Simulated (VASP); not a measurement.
Here is a VASP 6.6.1 calculation.

The input INCAR:

```
SYSTEM = B
ALGO = Normal ; EDIFF = 1E-6
ENCUT = 520 ; GGA = PS
ISIF = 2 ; ISMEAR = 0
LASPH = .TRUE. ; LCHARG = .FALSE.
LREAL = .FALSE. ; LWAVE = .FALSE.
NBANDS = 8 ; NELM = 60
PREC = Accurate ; SIGMA = 0.15
```

Contents of KPOINTS:

```
k-points
0
G
  33 33 14
  0 0 0
```

Contents of POSCAR:

```
B
1.0
    1.6513605685      0.0000000000      0.0000000000
   -0.8256802843      1.4301202032      0.0000000000
    0.0000000000      0.0000000000      3.5808915072
B
1
Direct
    0.0000000000      0.0000000000      0.0000000000
```

Potentials or basis: VASP PAW PBE potentials, release 64 (B).

The run is started by

```bash
$ cat potpaw_PBE.64/B/POTCAR > POTCAR
$ mpirun -np 1 vasp_std > vasp.out
```

Problem. What does it give for the pressure?

Solution. 21.7 GPa.

Stress tensor (GPa, compression positive):
```
32.89  0.00  0.00
 0.00 32.89  0.00
 0.00  0.00 -0.59
```

Caveat: the cell differs from its parent crystal (strain -0.030 along x and y, -0.015 along z); the PAW data sets were made with another functional, which shifts forces and pressure a little.
